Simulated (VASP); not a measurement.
A run of VASP 6.6.1 is set up as follows.

The input INCAR:

```
ALGO = Normal
EDIFF = 1E-6
ENCUT = 500
GGA = PE
GGA_COMPAT = False
ISIF = 2
ISMEAR = -1
ISPIN = 2
LASPH = True
LCHARG = False
LMAXMIX = 4
LORBIT = 11
LREAL = False
LWAVE = False
MAGMOM = 0.76
NBANDS = 16
NELM = 200
PREC = Accurate
SIGMA = 0.025851999786435532
```

File KPOINTS:

```
k-points
0
Gamma
  2 2 2
```

Contents of POSCAR:

```
Mn
1.0
   -1.3932737400      1.3932737400      1.3932737400
    1.3932737400     -1.3932737400      1.3932737400
    1.3932737400      1.3932737400     -1.3932737400
Mn
1
Direct
    0.0000000000      0.0000000000      0.0000000000
```

Potentials or basis: VASP PAW PBE potentials, release 64 (Mn_pv).

Run with:

```console
$ cat potpaw_PBE.64/Mn_pv/POTCAR > POTCAR
$ mpirun -np 1 vasp_std > vasp.out
```

Q: Estimate the net moment.

A: 2.50 μB per cell.

Q: Estimate the site moments.

A: Mn +2.14 μB.

Caveat: the k points lie up to 1.59 Å⁻¹ apart.
